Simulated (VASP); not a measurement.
Here is a VASP 6.6.1 calculation.

INCAR

```
PREC = Accurate
ENCUT = 520
EDIFF = 1E-6
ISMEAR = 0
SIGMA = 0.1
LREAL = F
LASPH = T
NELM = 80
ALGO = Normal
ISIF = 2
LWAVE = F
LCHARG = F
GGA = PE
NBANDS = 19
```

File KPOINTS:

```
Automatic mesh
0
Gamma
  8 8 8
```

The input POSCAR:

```
Cr
1.0
   -2.2461480778      2.2461480778      1.2241579814
    2.2461480778     -2.2461480778      1.2241579814
    2.2461480778      2.2461480778     -1.2241579814
Cr
2
Direct
    0.0000000000      0.0000000000      0.0000000000
    0.7500000000      0.2500000000      0.5000000000
```

Potentials or basis: VASP PAW PBE potentials, release 64 (Cr_pv).

Launch:

```sh
$ cat potpaw_PBE.64/Cr_pv/POTCAR > POTCAR
$ mpirun -np 1 vasp_std > vasp.out
```

**Question.** Estimate the band gap on the k mesh.

**Answer.** Zero (band 12 reaches 11.20 eV, above the bottom of band 13 at 9.88 eV).

**Question.** Predict the pressure.

**Answer.** -0.2 GPa.

Stress tensor (GPa, compression positive):
```
-0.27  0.00  0.00
 0.00 -0.27  0.00
 0.00  0.00 -0.15
```

Caveat: the k points lie up to 0.37 Å⁻¹ apart; the run has no spin polarisation, though such a crystal can be magnetic. Spin polarisation is off, so any magnetic state and its effect on volume and gap are missing.
